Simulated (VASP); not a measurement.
Set up this calculation in VASP 6.6.1, as the native input.

* Task: single point
* Functional: PBEsol
* Potentials or basis: VASP PAW PBE potentials, release 64 (Y_sv)
* Cutoff: 520 eV
* k mesh: 16 × 16 × 16
* Occupations: gaussian, width 0.15 eV
* Spin: no spin polarisation
* Dipole correction: no
* Further INCAR settings: ALGO = Normal; EDIFF = 1e-06; NBANDS = 12

The structure of Y lies in POSCAR:

```
Y
1.0
    0.0000000000      2.3856000000      2.4850000000
    2.3856000000      0.0000000000      2.4850000000
    2.3856000000      2.3856000000      0.0000000000
Y
1
Direct
    0.0000000000      0.0000000000      0.0000000000
```

This cell differs from its parent crystal: strain -0.040 along x and y, +0.000 along z.

These files were run (other wordings do the same):

INCAR

```
PREC = Accurate
ENCUT = 520
EDIFF = 1E-6
ISMEAR = 0
SIGMA = 0.15
LREAL = False
LASPH = True
NELM = 80
ALGO = Normal
ISIF = 2
LWAVE = False
LCHARG = False
GGA = PS
NBANDS = 12
```

KPOINTS

```
regular mesh
0
Gamma
  16 16 16
```

Potentials or basis: VASP PAW PBE potentials, release 64 (Y_sv).

Run with:

```bash
$ cat potpaw_PBE.64/Y_sv/POTCAR > POTCAR
$ mpirun -np 1 vasp_std > vasp.out
```

Results of the run:

| Quantity | Value |
| --- | --- |
| Pressure | 4.0 GPa |

Caveat: the cell differs from its parent crystal (strain -0.040 along x and y, +0.000 along z); the PAW data sets were made with another functional, which shifts forces and pressure a little.

Run time: 91 s on 1 thread of AMD EPYC 7R13 Processor (Zen 3) (shared host), peak memory 0.25 GiB.
